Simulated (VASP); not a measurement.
# Fe (Im-3m) in VASP: further runs, part 2 of 2

VASP 6.6.1. The steps go on from the part before.

### 3 Single point, PBEsol-based screened hybrid with 25 % exact exchange, collinear spin, ferromagnetic start

POSCAR

```
Fe
1.0
   -1.4135427549      1.4135427549      1.4135427549
    1.4135427549     -1.4135427549      1.4135427549
    1.4135427549      1.4135427549     -1.4135427549
Fe
1
Direct
    0.0000000000      0.0000000000      0.0000000000
```

INCAR.step1

```
PREC = Accurate
ENCUT = 520
EDIFF = 1E-5
ISMEAR = -1
SIGMA = 0.05
LREAL = F
LASPH = T
NELM = 150
ALGO = Normal
ISIF = 2
LWAVE = T
LCHARG = F
ISPIN = 2
MAGMOM = 3
LORBIT = 11
LMAXMIX = 4
GGA = PE
NBANDS = 14
```

INCAR.step2

```
PREC = Accurate
ENCUT = 520
EDIFF = 1E-6
ISMEAR = -1
SIGMA = 0.05
LREAL = F
LASPH = T
NELM = 150
ALGO = Normal
ISIF = 2
LWAVE = F
LCHARG = F
ISPIN = 2
MAGMOM = 3
LORBIT = 11
LMAXMIX = 4
GGA = PS
LHFCALC = T
AEXX = 0.25
HFSCREEN = 0.207
PRECFOCK = Normal
ISTART = 1
NBANDS = 14
```

KPOINTS

```
regular mesh
0
Gamma
  7 7 7
```

Potentials or basis: VASP PAW PBE potentials, release 64 (Fe).

Launch:

```sh
$ cat potpaw_PBE.64/Fe/POTCAR > POTCAR
$ cp INCAR.step1 INCAR
$ mpirun -np 1 vasp_std > vasp.out
$ cp INCAR.step2 INCAR
$ mpirun -np 1 vasp_std > vasp.out
```

Run time: 9.3 min. Hardware: 1 thread of Intel Xeon 6975P-C (Granite Rapids), shared host; peak memory 0.23 GiB.

The run converged. Its results:

* Free energy: -11.9130 eV
* Pressure: 12.3 GPa
* Net moment: 2.86 μB per cell
* Site moments: Fe +2.88 μB
* Valence electrons inside the program's atomic spheres: Fe 7.31

Levels at points of the mesh, in eV from the Fermi level:
Spin up:
```
           k point  band 2  band 3  band 4  band 5  band 6  band 7  band 8  band 9
(0.00, 0.00, 0.00)   -5.02   -5.02   -5.02   -3.62   -3.62   26.26   26.26   26.26
```
Spin down:
| k point | band 1 | band 2 | band 3 | band 4 | band 5 | band 6 | band 7 |
| --- | --- | --- | --- | --- | --- | --- | --- |
| (0.00, 0.00, 0.00) | -10.00 | 1.04 | 1.04 | 1.04 | 3.71 | 3.71 | 25.74 |

Caveat: the k points lie up to 0.45 Å⁻¹ apart; the PAW data sets were made with another functional, which shifts forces and pressure a little.

### 4 Single point, PBEsol-based screened hybrid with 25 % exact exchange, collinear spin, ferromagnetic start

This run uses another cell than the first one, of 11.54 Å³/atom.

POSCAR

```
Fe
1.0
   -1.4234976093      1.4234976093      1.4234976093
    1.4234976093     -1.4234976093      1.4234976093
    1.4234976093      1.4234976093     -1.4234976093
Fe
1
Direct
    0.0000000000      0.0000000000      0.0000000000
```

INCAR.step1

```
  PREC = Accurate
  ENCUT = 520
  EDIFF = 1E-5
  ISMEAR = -1
  SIGMA = 0.05
  LREAL = False
  LASPH = True
  NELM = 150
  ALGO = Normal
  ISIF = 2
  LWAVE = True
  LCHARG = False
  ISPIN = 2
  MAGMOM = 3
  LORBIT = 11
  LMAXMIX = 4
  NBANDS = 14
  GGA = PE
```

INCAR.step2

```
  PREC = Accurate
  ENCUT = 520
  EDIFF = 1E-7
  ISMEAR = -1
  SIGMA = 0.05
  LREAL = False
  LASPH = True
  NELM = 150
  ALGO = Normal
  ISIF = 2
  LWAVE = False
  LCHARG = False
  ISPIN = 2
  MAGMOM = 3
  LORBIT = 11
  LMAXMIX = 4
  GGA = PS
  LHFCALC = True
  AEXX = 0.25
  HFSCREEN = 0.207
  PRECFOCK = Normal
  NBANDS = 14
  ISTART = 1
```

KPOINTS

```
Automatic mesh
0
Gamma
  7 7 7
```

Launch:

```sh
$ cat potpaw_PBE.64/Fe/POTCAR > POTCAR
$ cp INCAR.step1 INCAR
$ mpirun -np 1 vasp_std > vasp.out
$ cp INCAR.step2 INCAR
$ mpirun -np 1 vasp_std > vasp.out
```

It took 13 min on 1 thread of Intel Xeon 6975P-C (Granite Rapids), shared host; peak memory 0.23 GiB.

It converged, with:

- Free energy: -11.9269 eV
- Pressure: 6.8 GPa
- Net moment: 2.86 μB per cell
- Site moments: Fe +2.89 μB
- Valence electrons inside the program's atomic spheres: Fe 7.27

Levels at points of the mesh, in eV from the Fermi level:
Spin up:
```
           k point  band 1  band 2  band 3  band 4  band 5  band 6  band 7  band 8  band 9  band 10
(0.00, 0.00, 0.00)   -9.60   -5.05   -5.05   -5.05   -3.69   -3.69   25.99   25.99   25.99    31.13
```
Spin down:
| k point | band 1 | band 2 | band 3 | band 4 | band 5 | band 6 | band 7 | band 8 |
| --- | --- | --- | --- | --- | --- | --- | --- | --- |
| (0.00, 0.00, 0.00) | -9.94 | 1.01 | 1.01 | 1.01 | 3.65 | 3.65 | 25.44 | 25.44 |

Caveat: the k points lie up to 0.45 Å⁻¹ apart; the PAW data sets were made with another functional, which shifts forces and pressure a little.

### 5 Single point, r2SCAN+D4, collinear spin, ferromagnetic start

This run uses another cell than the first one, of 11.78 Å³/atom.

POSCAR

```
Fe
1.0
   -1.4333151444      1.4333151444      1.4333151444
    1.4333151444     -1.4333151444      1.4333151444
    1.4333151444      1.4333151444     -1.4333151444
Fe
1
Direct
    0.0000000000      0.0000000000      0.0000000000
```

INCAR.step1

```
SYSTEM = Fe
  PREC = Accurate
  ENCUT = 520
  ISMEAR = -1
  SIGMA = 0.05
  LREAL = .False.
  LASPH = .True.
  NELM = 150
  ISPIN = 2
  MAGMOM = 3
  LMAXMIX = 4
  NBANDS = 14
  GGA = PE
  ALGO = Normal
  EDIFF = 1E-4
  LWAVE = .True.
  LCHARG = .False.
```

INCAR.step2

```
SYSTEM = Fe
  PREC = Accurate
  ENCUT = 520
  EDIFF = 1E-6
  ISMEAR = -1
  SIGMA = 0.05
  LREAL = .False.
  LASPH = .True.
  NELM = 150
  ALGO = Normal
  ISIF = 2
  LWAVE = .False.
  LCHARG = .False.
  ISPIN = 2
  MAGMOM = 3
  LORBIT = 11
  LMAXMIX = 4
  METAGGA = R2SCAN
  LMIXTAU = .True.
  IVDW = 13
  VDW_S6 = 1.0
  VDW_S8 = 0.6018749
  VDW_A1 = 0.51559235
  VDW_A2 = 5.77342911
  NBANDS = 14
  ISTART = 1
```

KPOINTS

```
Automatic mesh
0
Gamma
  13 13 13
  0 0 0
```

Launch:

```sh
$ cat potpaw_PBE.64/Fe/POTCAR > POTCAR
$ cp INCAR.step1 INCAR
$ mpirun -np 1 vasp_std > vasp.out
$ cp INCAR.step2 INCAR
$ mpirun -np 1 vasp_std > vasp.out
```

Wall time 57 s (1 thread of Intel Xeon Platinum 8488C (Sapphire Rapids), shared host); peak memory 0.14 GiB.

The run converged. Its results:

* Free energy: -14.4830 eV
* Pressure: -1.9 GPa
* Net moment: 2.65 μB per cell
* Site moments: Fe +2.72 μB
* Valence electrons inside the program's atomic spheres: Fe 7.20
* Dispersion energy per atom: -0.116 eV

Levels at points of the mesh, in eV from the Fermi level:
Spin up:
```
           k point  band 2  band 3  band 4  band 5  band 6  band 7  band 8  band 9
(0.00, 0.00, 0.00)   -3.07   -3.07   -3.07   -1.86   -1.86   25.64   25.64   25.64
```
Spin down:
```tsv
k point	band 1	band 2	band 3	band 4	band 5	band 6	band 7	band 8
(0.00, 0.00, 0.00)	-9.12	0.36	0.36	0.36	2.57	2.57	25.27	25.27
```

Caveat: the PAW data sets were made with another functional, which shifts forces and pressure a little.

### 6 Single point, r2SCAN+D4, collinear spin, ferromagnetic start

This run uses another cell than the first one, of 12.02 Å³/atom.

POSCAR

```
Fe
1.0
   -1.4430000000      1.4430000000      1.4430000000
    1.4430000000     -1.4430000000      1.4430000000
    1.4430000000      1.4430000000     -1.4430000000
Fe
1
Direct
    0.0000000000      0.0000000000      0.0000000000
```

INCAR.step1

```
SYSTEM = Fe
ALGO     = Normal         ! electronic algorithm
EDIFF    = 1E-4           ! SCF threshold, eV
ENCUT    = 520            ! plane-wave cutoff, eV
GGA      = PE             ! functional
ISMEAR   = -1             ! smearing method
ISPIN    = 2              ! spin polarisation
LASPH    = .True.         ! aspherical terms in the spheres
LCHARG   = .False.        ! write CHGCAR
LMAXMIX  = 4              ! l up to which the mixer works
LREAL    = .False.        ! projectors in reciprocal space
LWAVE    = .True.         ! write WAVECAR
MAGMOM   = 3              ! initial moments
NBANDS   = 14             ! bands
NELM     = 150            ! most SCF steps
PREC     = Accurate       ! precision mode
SIGMA    = 0.05           ! smearing width, eV
```

INCAR.step2

```
SYSTEM = Fe
ALGO     = Normal         ! electronic algorithm
EDIFF    = 1E-6           ! SCF threshold, eV
ENCUT    = 520            ! plane-wave cutoff, eV
ISIF     = 2              ! what is computed and relaxed
ISMEAR   = -1             ! smearing method
ISPIN    = 2              ! spin polarisation
ISTART   = 1            
IVDW     = 13             ! dispersion correction
LASPH    = .True.         ! aspherical terms in the spheres
LCHARG   = .False.        ! write CHGCAR
LMAXMIX  = 4              ! l up to which the mixer works
LMIXTAU  = .True.       
LORBIT   = 11             ! projections on sites
LREAL    = .False.        ! projectors in reciprocal space
LWAVE    = .False.        ! write WAVECAR
MAGMOM   = 3              ! initial moments
METAGGA  = R2SCAN         ! meta-GGA
NBANDS   = 14             ! bands
NELM     = 150            ! most SCF steps
PREC     = Accurate       ! precision mode
SIGMA    = 0.05           ! smearing width, eV
VDW_A1   = 0.51559235   
VDW_A2   = 5.77342911   
VDW_S6   = 1.0          
VDW_S8   = 0.6018749
```

KPOINTS

```
k-points
0
Gamma
  13 13 13
  0 0 0
```

Potentials or basis: VASP PAW PBE potentials, release 64 (Fe).

Launch:

```sh
$ cat potpaw_PBE.64/Fe/POTCAR > POTCAR
$ cp INCAR.step1 INCAR
$ mpirun -np 1 vasp_std > vasp.out
$ cp INCAR.step2 INCAR
$ mpirun -np 1 vasp_std > vasp.out
```

Run time: 65 s. Hardware: 1 thread of Intel Xeon Platinum 8488C (Sapphire Rapids), shared host; peak memory 0.14 GiB.

The run converged. Its results:

| Item | Value |
| --- | --- |
| Free energy | -14.4773 eV |
| Pressure | -5.7 GPa |
| Net moment | 2.65 μB per cell |
| Site moments | Fe +2.73 μB |
| Valence electrons inside the program's atomic spheres | Fe 7.16 |
| Dispersion energy per atom | -0.114 eV |

Levels at points of the mesh, in eV from the Fermi level:
Spin up:
```tsv
k point	band 1	band 2	band 3	band 4	band 5	band 6	band 7	band 8	band 9	band 10
(0.00, 0.00, 0.00)	-8.41	-3.08	-3.08	-3.08	-1.92	-1.92	25.39	25.39	25.39	30.10
```
Spin down:
```csv
k point,band 1,band 2,band 3,band 4,band 5,band 6,band 7,band 8
"(0.00, 0.00, 0.00)",-9.05,0.35,0.35,0.35,2.53,2.53,25.02,25.02
```

Caveat: the cell stands under tension; the PAW data sets were made with another functional, which shifts forces and pressure a little.

### 7 The runs side by side

| level | cell | k mesh | grid for exact exchange (PRECFOCK) | share of exact exchange | screening parameter | gap on the mesh (eV) | pressure (GPa) | moment (μB) |
| --- | --- | --- | --- | --- | --- | --- | --- | --- |
| HSE06 | a = 2.448 Å, angles 109.5°, 1 atom | 8 × 8 × 8 | Normal | 0.25 | 0.2079 1/Å | none | 17.2 | 2.79 |
| PBEsol-based screened hybrid with 25 % exact exchange | a = 2.448 Å, angles 109.5°, 1 atom | 7 × 7 × 7 | Normal | 0.25 | 0.207 1/Å | none | 12.3 | 2.86 |
| PBEsol-based screened hybrid with 25 % exact exchange | a = 2.466 Å, angles 109.5°, 1 atom | 7 × 7 × 7 | Normal | 0.25 | 0.207 1/Å | none | 6.8 | 2.86 |
| r2SCAN+D4 | a = 2.483 Å, angles 109.5°, 1 atom | 13 × 13 × 13 | - | - | - | none | -1.9 | 2.65 |
| r2SCAN+D4 | a = 2.499 Å, angles 109.5°, 1 atom | 13 × 13 × 13 | - | - | - | none | -5.7 | 2.65 |

Alike in all rows: task single point; potentials or basis VASP PAW PBE potentials, release 64 (Fe); spin collinear, ferromagnetic start; cutoff (eV) 520; smearing fermi-dirac 0.05 eV.

Caveats: some runs use coarse meshes; the PAW data sets were made with another functional, which shifts forces and pressure a little; the cell stands under tension (at least some runs).

Total energies depend on the potentials used, so only differences within one code and one set of settings carry meaning.
